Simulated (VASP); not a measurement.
Crystal: Mg.

```
Mg
1.0
     2.91506    0.00000    0.00000
     0.00000    2.91506    0.00000
     0.00000    0.00000    2.91506
Mg
1
Direct
  0.00000 0.00000 0.00000
```

This isn't the form of Mg at room conditions, which is hcp.

```yaml
Program: VASP 6.6.1
Task: relaxation of cell and atoms
Functional: PBE
Potentials_or_basis: VASP PAW PBE potentials, release 64 (Mg)
Cutoff: 600 eV
k_mesh: 13 × 13 × 13
Occupations: fermi-dirac, width 0.1 eV
Spin: no spin polarisation
```

At the start: pressure 3.0 GPa; volume 24.77 Å³/atom.

How do energy, volume and symmetry change on relaxing?

Over 4 steps the energy falls by 24.0 meV/atom and the volume is 27.59 Å³/atom (+11.4 %); space group Pm-3m (No. 221, to 0.1 Å) before and after.

Step by step:
```tsv
step	energy change (eV)	largest force (eV/Å)	pressure (GPa)	volume (Å³)
1	0.0000	0.0000	3.00	24.77
2	-0.0207	0.0000	1.01	26.47
3	-0.0239	0.0000	-0.18	27.79
4	-0.0240	0.0000	-0.01	27.59
```

Final structure:
```yaml
crystal:
  lattice:
    - [3.02154, 0.00000, 0.00000]
    - [0.00000, 3.02154, 0.00000]
    - [0.00000, 0.00000, 3.02154]
  atoms:
    - { symbol: Mg, position: [0.00000, 0.00000, 0.00000] }
```
